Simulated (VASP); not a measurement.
## AlNi3: single point with PBEsol

AlNi3:

```
CELL_PARAMETERS angstrom
3.56942 0.00000 0.00000
0.00000 3.56942 0.00000
0.00000 0.00000 3.56942
ATOMIC_POSITIONS crystal
Ni 0.50000 0.50000 0.00000
Ni 0.50000 0.00000 0.50000
Ni 0.00000 0.50000 0.50000
Al 0.00000 0.00000 0.00000
```

```json
{
 "Program": "VASP 6.6.1",
 "Task": "single point",
 "Functional": "PBEsol",
 "Potentials or basis": "VASP PAW PBE potentials, release 64 (Ni, Al)",
 "Cutoff": "520 eV",
 "k mesh": "8 × 8 × 8",
 "Occupations": "fermi-dirac, width 0.05 eV",
 "Spin": "collinear spin, ferromagnetic start",
 "Starting moments": "[1.0, 1.0, 1.0, 0.0] μB",
 "Dipole correction": "no",
 "Further INCAR settings": "ALGO = Fast; EDIFF = 1e-06; NBANDS = 28"
}
```

```json
{"Pressure": "-7.6 GPa", "Net moment": "0.66 μB per cell", "Site moments": "Ni +0.23; Al -0.01 μB", "Valence electrons inside the program's atomic spheres": "Ni 9.38; Al 0.79"}
```

Levels at points of the mesh, in eV from the Fermi level:
Spin up:
```tsv
k point	band 13	band 14	band 15	band 16	band 17	band 18	band 19	band 20	band 21	band 22
(0.00, 0.00, 0.00)	-0.24	-0.05	-0.05	-0.05	0.87	0.87	0.87	6.51	6.51	7.22
(0.50, 0.00, 0.00)	-1.18	-1.12	-1.01	-0.47	-0.05	5.47	5.47	5.54	5.54	6.42
(0.50, 0.50, 0.00)	-1.26	-1.16	-0.94	-0.93	-0.55	0.84	0.84	8.10	8.12	8.12
(0.50, 0.50, 0.50)	-1.25	-1.03	-1.03	-0.23	-0.23	-0.23	-0.18	3.36	3.97	3.97
```
Spin down:
| k point | band 13 | band 14 | band 15 | band 16 | band 17 | band 18 | band 19 | band 20 |
| --- | --- | --- | --- | --- | --- | --- | --- | --- |
| (0.00, 0.00, 0.00) | 0.02 | 0.32 | 0.32 | 0.32 | 0.84 | 0.84 | 0.84 | 6.60 |
| (0.50, 0.00, 0.00) | -0.91 | -0.91 | -0.79 | -0.28 | 0.32 | 5.53 | 5.53 | 5.59 |
| (0.50, 0.50, 0.00) | -1.08 | -1.04 | -0.75 | -0.59 | -0.42 | 1.10 | 1.10 | 8.13 |
| (0.50, 0.50, 0.50) | -1.09 | -0.85 | -0.85 | -0.19 | 0.10 | 0.10 | 0.10 | 3.45 |

Wall time 2.6 min on 1 thread of Intel Xeon 8259CL (shared host), peak memory 0.21 GiB.

Caveat: the cell stands under tension; the PAW data sets were made with another functional, which shifts forces and pressure a little.
